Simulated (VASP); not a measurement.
# MgCdO (P4/mmm) in VASP: single point with PBE

Aim: the single point of MgCdO with PBE.

All numbers are computed with VASP 6.6.1; they aren't measurements. Logs are shortened: lines on timing, memory, paths and dates and some standing lists are left out, and cuts for length are marked.

**1. The cell of the first run**

Symmetry: P4/mmm, No. 123, tetragonal system. Conventional cell: a = 3.167 Å, b = 3.167 Å, c = 4.448 Å, α = 90.00°, β = 90.00°, γ = 90.00°. Within 2.9 Å of Mg (site symmetry 4/mmm) lie 2 O at 2.22 Å. Within 3.0 Å of Cd (site symmetry 4/mmm) lie 4 O at 2.24 Å. O (site symmetry 4/mmm) has 2 Mg at 2.22 Å and 4 Cd at 2.24 Å within 2.9 Å.

The cell was built from a structure type or drawn by symmetry, and may not be a known phase.

**2. Single point, PBE**

INCAR reads:

```
SYSTEM = MgCdO
ALGO     = Normal         ! electronic algorithm
EDIFF    = 1E-6           ! SCF threshold, eV
ENCUT    = 750            ! plane-wave cutoff, eV
GGA      = PE             ! functional
GGA_COMPAT= .FALSE.      
ISIF     = 2              ! what is computed and relaxed
ISMEAR   = 0              ! smearing method
LASPH    = .TRUE.         ! aspherical terms in the spheres
LCHARG   = .FALSE.        ! write CHGCAR
LREAL    = .FALSE.        ! projectors in reciprocal space
LWAVE    = .FALSE.        ! write WAVECAR
NBANDS   = 25             ! bands
NELM     = 120            ! most SCF steps
PREC     = Accurate       ! precision mode
SIGMA    = 0.1            ! smearing width, eV
```

KPOINTS reads:

```
k-points
0
G
  6 6 4
  0 0 0
```

POSCAR reads:

```
MgCdO
1.0
    3.1668507700      0.0000000000      0.0000000000
    0.0000000000      3.1668507700      0.0000000000
    0.0000000000      0.0000000000      4.4484737900
Mg Cd O
1 1 1
Direct
    0.5000000000      0.5000000000      0.5000000000
    0.0000000000      0.0000000000      0.0000000000
    0.5000000000      0.5000000000      0.0000000000
```

Potentials or basis: VASP PAW PBE potentials, release 64 (Mg_sv, Cd_sv_GW, O).

Run with:

```sh
$ cat potpaw_PBE.64/Mg_sv/POTCAR potpaw_PBE.64/Cd_sv_GW/POTCAR potpaw_PBE.64/O/POTCAR > POTCAR
$ mpirun -np 1 vasp_std > vasp.out
```

OUTCAR:

```text
SYSTEM = MgCdO
   EDIFF = 1E-6
   ENCUT = 750
   GGA = PE
   ISIF = 2
   ISMEAR = 0
   LASPH = .TRUE.
   LREAL = .FALSE.
   NELM = 120
   PREC = Accurate

 ion  position               nearest neighbor table
   1  0.500  0.500  0.500-
   2  0.000  0.000  0.000-   3 2.24   3 2.24   3 2.24   3 2.24
   3  0.500  0.500  0.000-   2 2.24   2 2.24   2 2.24   2 2.24

  LATTYP: Found a simple tetragonal cell.
 ALAT       =     3.1668507700
 C/A-ratio  =     1.4046995306

  Lattice vectors:

 A1 = (   3.1668507700,   0.0000000000,   0.0000000000)
 A2 = (   0.0000000000,   3.1668507700,   0.0000000000)
 A3 = (   0.0000000000,   0.0000000000,   4.4484737900)

Analysis of symmetry for initial positions (statically):
=====================================================================
 Subroutine PRICEL returns:
 Original cell was already a primitive cell.

 Routine SETGRP: Setting up the symmetry group for a
 simple tetragonal supercell.

 Subroutine GETGRP returns: Found 16 space group operations
 (whereof 16 operations were pure point group operations)
 out of a pool of 16 trial point group operations.

The static configuration has the point symmetry D_4h.

Analysis of symmetry for dynamics (positions and initial velocities):
=====================================================================
 Subroutine PRICEL returns:
 Original cell was already a primitive cell.

 Routine SETGRP: Setting up the symmetry group for a
 simple tetragonal supercell.

 Subroutine GETGRP returns: Found 16 space group operations
 (whereof 16 operations were pure point group operations)
 out of a pool of 16 trial point group operations.

The dynamic configuration has the point symmetry D_4h.

 Subroutine INISYM returns: Found 16 space group operations
 (whereof 16 operations are pure point group operations),
 and found     1 'primitive' translations

----------------------------------------------------------------------------------------

                                     Primitive cell

  volume of cell :      44.6135

  direct lattice vectors                    reciprocal lattice vectors
     3.166850770  0.000000000  0.000000000     0.315771115  0.000000000  0.000000000
     0.000000000  3.166850770  0.000000000     0.000000000  0.315771115  0.000000000
     0.000000000  0.000000000  4.448473790     0.000000000  0.000000000  0.224796199

  length of vectors
     3.166850770  3.166850770  4.448473790     0.315771115  0.315771115  0.224796199

  position of ions in fractional coordinates (direct lattice)
     0.500000000  0.500000000  0.500000000
     0.000000000  0.000000000  0.000000000
     0.500000000  0.500000000  0.000000000

  ion indices of the primitive-cell ions
   primitive index   ion index
                 1           1
                 2           2
                 3           3

----------------------------------------------------------------------------------------

 KPOINTS: k-points

Automatic generation of k-mesh.
 Grid dimensions read from file:
 generate k-points for:    6    6    4

 Generating k-lattice:

  Cartesian coordinates                     Fractional coordinates (reciprocal lattice)
     0.052628519  0.000000000  0.000000000     0.166666667  0.000000000  0.000000000
     0.000000000  0.052628519  0.000000000     0.000000000  0.166666667  0.000000000
     0.000000000  0.000000000  0.056199050     0.000000000  0.000000000  0.250000000

  Length of vectors
     0.052628519  0.052628519  0.056199050

  Shift w.r.t. Gamma in fractional coordinates (k-lattice)
     0.000000000  0.000000000  0.000000000

 Subroutine IBZKPT returns following result:
 ===========================================

 Found     30 irreducible k-points:

 Following reciprocal coordinates:
            Coordinates               Weight
  0.000000  0.000000  0.000000      1.000000
  0.166667  0.000000  0.000000      4.000000
  0.333333  0.000000  0.000000      4.000000
  0.500000  0.000000  0.000000      2.000000
  0.166667  0.166667  0.000000      4.000000
  0.333333  0.166667  0.000000      8.000000
[... 16 lines left out ...]
  0.333333  0.000000  0.500000      4.000000
  0.500000  0.000000  0.500000      2.000000
 [... further k-points ...]
   k-points           NKPTS =     30   k-points in BZ     NKDIM =     30   number of bands    NBANDS=     25
   number of dos      NEDOS =    301   number of ions     NIONS =      3
   total plane-waves  NPLWV =  31360
   dimension x,y,z NGX =    28 NGY =   28 NGZ =   40
   dimension x,y,z NGXF=    56 NGYF=   56 NGZF=   80
   ions per type =               1   1   1
   NGX,Y,Z   is equivalent  to a cutoff of  14.70, 14.70, 14.95 a.u.
   NGXF,Y,Z  is equivalent  to a cutoff of  29.40, 29.40, 29.90 a.u.
 SYSTEM =  MgCdO
   PREC   = accura    normal or accurate (medium, high low for compatibility)
   ISTART =      0    job   : 0-new  1-cont  2-samecut
   ICHARG =      2    charge: 1-file 2-atom 10-const
   ISPIN  =      1    spin polarized calculation?
   LNONCOLLINEAR =      F non collinear calculations
   LSORBIT =      F    spin-orbit coupling
   LASPH  =      T    aspherical Exc in radial PAW
   ENCUT  =  750.0 eV  55.12 Ry    7.42 a.u.   7.07  7.07  9.93*2*pi/ulx,y,z
   NELM   =    120;   NELMIN=  2; NELMDL= -5     # of ELM steps
   EDIFF  = 0.1E-05   stopping-criterion for ELM
   LREAL  =      F    real-space projection
   EDIFFG = 0.1E-04   stopping-criterion for IOM
   NSW    =      0    number of steps for IOM
   IBRION =     -1    ionic relax: 0-MD 1-quasi-New 2-CG
   NFREE  =      0    steps in history (QN), initial steepest desc. (CG)
   ISIF   =      2    stress and relaxation
   ISYM   =      2    0-nonsym 1-usesym 2-fastsym
   POTIM  = 0.5000    time-step for ionic-motion
   TEBEG  =    0.0;   TEEND  =   0.0 temperature during run
   PSTRESS=    0.0 pullay stress
   NELECT =      36.0000    total number of electrons
   NUPDOWN=      -1.0000    fix difference up-down
   EMIN   =  10.00;   EMAX   =-10.00  energy-range for DOS
   EFERMI =   0.00;   METHOD = LEGACY
   ISMEAR =     0;   SIGMA  =   0.10  broadening in eV -4-tet -1-fermi 0-gaus
   EFERMI_NEDOS =   21; number of points for ismear=-14 and -15
   IALGO  =     38    algorithm
   IMIX   =      4    mixing-type and parameters
     AMIX     =   0.40;   BMIX     =  1.00
     AMIX_MAG =   1.60;   BMIX_MAG =  1.00
  volume/ion in A,a.u.               =      14.87       100.36
  Fermi-wavevector in a.u.,A,eV,Ry     =   1.524124  2.880176 31.605700  2.322953
  Thomas-Fermi vector in A             =   2.632474
   LORBIT       =      0    0 simple, 1 ext, 2 COOP (PROOUT), +10 PAW based schemes
   GGA     = PE    functional components
   LHFCALC =     F    Hartree Fock is set to
   AEXX    =    0.0000 exact exchange contribution
   IVDW    =     0    specifies the selected vdW correction
   LEPSILON=     F    determine dielectric tensor
   LRPA    =     F    only Hartree local field effects (RPA)
 non-spin polarized calculation
 Gauss-broadening in eV      SIGMA  =   0.10
  energy-cutoff  :      750.00
  volume of cell :       44.61
 maximum number of plane-waves:      2112
   NGX = 15   NGY = 15   NGZ = 19

 number of electron      35.9999988 magnetization

 Free energy of the ion-electron system (eV)
  ---------------------------------------------------
  ext. energy  EPLUGINS =         0.00000000
  ---------------------------------------------------
  free energy    TOTEN  =        -9.28186933 eV

  energy without entropy =       -9.27689676  energy(sigma->0) =       -9.27938304

 E-fermi :   5.7742     XC(G=0): -10.8680

 val. band max:        5.7155121499   @ k =   0.5000   0.1667   0.0000
 cond. band min:       5.7819391795   @ k =   0.5000   0.3333   0.0000
 fundamental gap:      0.0664270296
 Fermi energy:         5.7741982957

 k-point     1 :       0.0000    0.0000    0.0000
  band No.  band energies     occupation
      1     -97.0419      2.00000
      2     -70.4181      2.00000
      3     -58.1930      2.00000
      4     -58.0757      2.00000
      5     -58.0757      2.00000
      6     -37.1857      2.00000
[... 17 lines left out ...]
     24      18.3529      0.00000
     25      19.4248      0.00000

 k-point     2 :       0.1667    0.0000    0.0000
  band No.  band energies     occupation
      1     -97.0417      2.00000
      2     -70.4177      2.00000
      3     -58.1927      2.00000
      4     -58.0800      2.00000
      5     -58.0753      2.00000
      6     -37.1901      2.00000
[... 17 lines left out ...]
     24      16.7320      0.00000
     25      18.7700      0.00000

 k-point     3 :       0.3333    0.0000    0.0000
  band No.  band energies     occupation
      1     -97.0413      2.00000
      2     -70.4173      2.00000
      3     -58.1921      2.00000
      4     -58.0887      2.00000
      5     -58.0745      2.00000
      6     -37.1996      2.00000
[... 17 lines left out ...]
     24      15.6847      0.00000
     25      17.4954      0.00000

 k-point     4 :       0.5000    0.0000    0.0000
  band No.  band energies     occupation
      1     -97.0411      2.00000
      2     -70.4171      2.00000
      3     -58.1918      2.00000
      4     -58.0931      2.00000
      5     -58.0742      2.00000
      6     -37.2043      2.00000
[... 17 lines left out ...]
     24      15.2166      0.00000
     25      18.6200      0.00000
[... 477 lines left out ...]
 k-point    22 :       0.1667    0.0000    0.5000
  band No.  band energies     occupation
      1     -97.0417      2.00000
      2     -70.4178      2.00000
      3     -58.1928      2.00000
      4     -58.0800      2.00000
      5     -58.0753      2.00000
      6     -37.1903      2.00000
[... 17 lines left out ...]
     24      15.9016      0.00000
     25      18.0159      0.00000

 k-point    23 :       0.3333    0.0000    0.5000
  band No.  band energies     occupation
      1     -97.0413      2.00000
      2     -70.4173      2.00000
      3     -58.1922      2.00000
      4     -58.0887      2.00000
      5     -58.0745      2.00000
      6     -37.1995      2.00000
[... 17 lines left out ...]
     24      17.1417      0.00000
     25      17.5771      0.00000

 k-point    24 :       0.5000    0.0000    0.5000
  band No.  band energies     occupation
      1     -97.0411      2.00000
      2     -70.4172      2.00000
      3     -58.1919      2.00000
      4     -58.0931      2.00000
      5     -58.0742      2.00000
      6     -37.2043      2.00000
[... 17 lines left out ...]
     24      17.2003      0.00000
     25      17.8936      0.00000

 [... further k-points ...]
[... 5 lines left out ...]
  --------------------------------------------------------------------------------------
  -------------------------------------------------------------------------------------
  Total        5.4784558      5.4784558     -1.3142329      0.0000000      0.0000000     -0.0000000
  in kB      196.7444578    196.7444578    -47.1972477      0.0000000      0.0000000     -0.0000000
  external PRESSURE =     115.4305560 kB  Pullay stress =       0.0000000 kB

 VOLUME and BASIS-vectors are now :
 -----------------------------------------------------------------------------
  energy-cutoff  :      750.00
  volume of cell :       44.61
      direct lattice vectors                 reciprocal lattice vectors
     3.166850770  0.000000000  0.000000000     0.315771115  0.000000000  0.000000000
     0.000000000  3.166850770  0.000000000     0.000000000  0.315771115  0.000000000
     0.000000000  0.000000000  4.448473790     0.000000000  0.000000000  0.224796199

 POSITION                                       TOTAL-FORCE (eV/Angst)
 -----------------------------------------------------------------------------------
      1.58343      1.58343      2.22424         0.000000      0.000000      0.000000
      0.00000      0.00000      0.00000         0.000000      0.000000      0.000000
      1.58343      1.58343      0.00000         0.000000      0.000000      0.000000
 -----------------------------------------------------------------------------------
    total drift:                                0.000000      0.000000     -0.000000

  FREE ENERGIE OF THE ION-ELECTRON SYSTEM (eV)
  ---------------------------------------------------
  free  energy   TOTEN  =        -9.2818693285 eV

  energy  without entropy=       -9.2768967602  energy(sigma->0) =       -9.27938304
```

Wall time 56 s (1 thread of Intel Xeon Platinum 8488C (Sapphire Rapids), shared host); peak memory 0.23 GiB.

Results:

| Quantity | Value |
| --- | --- |
| Free energy | -9.2819 eV |
| Pressure | 11.5 GPa |
| Band gap on the k mesh | zero (bands 18 and 19 overlap by 3.15 eV) |

Stress tensor (GPa, compression positive):
```
19.67  0.00  0.00
 0.00 19.67  0.00
 0.00  0.00 -4.72
```

Levels at points of the mesh, in eV from the Fermi level:
| k point | band 16 | band 17 | band 18 | band 19 | band 20 | band 21 |
| --- | --- | --- | --- | --- | --- | --- |
| (0.00, 0.00, 0.00) | -4.90 | -4.44 | -4.44 | 3.06 | 3.45 | 7.35 |
| (0.50, 0.00, 0.00) | -4.30 | -2.03 | -0.90 | 0.27 | 2.47 | 7.14 |
| (0.50, 0.50, 0.00) | -6.38 | -4.70 | -0.33 | 2.28 | 2.28 | 5.20 |
| (0.00, 0.00, 0.50) | -4.43 | -4.43 | -1.99 | -1.73 | 7.50 | 9.16 |
| (0.50, 0.00, 0.50) | -4.75 | -2.23 | -2.03 | 1.66 | 3.09 | 3.69 |
| (0.50, 0.50, 0.50) | -6.26 | -5.05 | 1.42 | 1.48 | 2.15 | 2.15 |

Caveat: the cell stands under pressure.
